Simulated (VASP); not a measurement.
A run of VASP 6.6.1 is set up as follows.

Contents of POSCAR:

```
AlN
1.0
    0.0000000000      2.0503923113      2.0503923113
    2.0503923113      0.0000000000      2.0503923113
    2.0503923113      2.0503923113      0.0000000000
Al N
1 1
Direct
    0.0000000000      0.0000000000      0.0000000000
    0.5000000000      0.5000000000      0.5000000000
```

Contents of INCAR.step1:

```
  ALGO = Normal
  EDIFF = 1E-4
  ENCUT = 520
  GGA = PE
  ISMEAR = 0
  LASPH = True
  LCHARG = False
  LREAL = False
  LWAVE = True
  NBANDS = 11
  NELM = 60
  PREC = Accurate
  SIGMA = 0.02
```

File INCAR.step2:

```
  ALGO = Normal
  EDIFF = 1E-6
  ENCUT = 520
  ISIF = 2
  ISMEAR = 0
  ISTART = 1
  LASPH = True
  LCHARG = False
  LMIXTAU = True
  LREAL = False
  LWAVE = False
  METAGGA = R2SCAN
  NBANDS = 11
  NELM = 60
  PREC = Accurate
  SIGMA = 0.02
```

Contents of KPOINTS:

```
k-points
0
Gamma
  10 10 10
```

Potentials or basis: VASP PAW PBE potentials, release 64 (Al, N).

The run is started by

```bash
$ cat potpaw_PBE.64/Al/POTCAR potpaw_PBE.64/N/POTCAR > POTCAR
$ cp INCAR.step1 INCAR
$ mpirun -np 1 vasp_std > vasp.out
$ cp INCAR.step2 INCAR
$ mpirun -np 1 vasp_std > vasp.out
```

Task: What does it give for the band gap on the k mesh?

Result: 5.06 eV, indirect (least direct gap 5.89 eV).

Task: What does it give for the pressure?

Result: -12.5 GPa.

Caveat: the cell differs from its parent crystal (Ga replaced by Al, lengths x 0.997, strained); the PAW data sets were made with another functional, which shifts forces and pressure a little. A k mesh can miss the band edges.
